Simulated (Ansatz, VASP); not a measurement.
**Two plane-wave programs on Ga**

```xyz
1
Lattice="0.0000 1.9921 1.9921 1.9921 0.0000 1.9921 1.9921 1.9921 0.0000" Properties=species:S:1:pos:R:3 pbc="T T T"
Ga    0.0000    0.0000    0.0000
```

Alike in both runs: task single point; functional LDA; k mesh 15 × 15 × 15; occupations fermi-dirac, width 0.1 eV; no spin polarisation.

```csv
,VASP,Ansatz
version,VASP 6.6.1,Ansatz 0.2.0
potentials or method,"VASP PAW LDA potentials, release 64 (Ga_d), cutoff 520 eV","plane waves (420 eV) with PAW, scalar-relativistic"
valence electrons in the cell,13,13
```

```csv
,VASP,Ansatz,Ansatz less VASP
pressure (GPa),6.2,6.2,+0.02
```

Ansatz warns that its potentials were made for another functional, while VASP's fit it. LDA's correlation is that of Perdew and Zunger in VASP and of Perdew and Wang (1992) in Ansatz.
